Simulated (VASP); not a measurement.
A run of VASP 6.6.1 is set up as follows.

File INCAR:

```
SYSTEM = Al
ALGO = Fast
EDIFF = 1E-6
ENCUT = 520
GGA = PS
ISIF = 2
ISMEAR = 0
LASPH = .True.
LCHARG = .False.
LREAL = .False.
LWAVE = .False.
NBANDS = 8
NELM = 80
PREC = Accurate
SIGMA = 0.15
```

Contents of KPOINTS:

```
k-points
0
Gamma
  20 20 20
  0 0 0
```

The input POSCAR:

```
Al
1.0
    0.0000000000      2.0239800000      2.0543397000
    2.0239800000      0.0000000000      2.0543397000
    2.0239800000      2.0239800000      0.0000000000
Al
1
Direct
    0.0000000000      0.0000000000      0.0000000000
```

Potentials or basis: VASP PAW PBE potentials, release 64 (Al).

The run is started by

```console
$ cat potpaw_PBE.64/Al/POTCAR > POTCAR
$ mpirun -np 1 vasp_std > vasp.out
```

(1) What does it give for the pressure?

Answers

(1) -2.9 GPa.

Caveat: the cell differs from its parent crystal (strain +0.000 along x and y, +0.015 along z); the PAW data sets were made with another functional, which shifts forces and pressure a little.
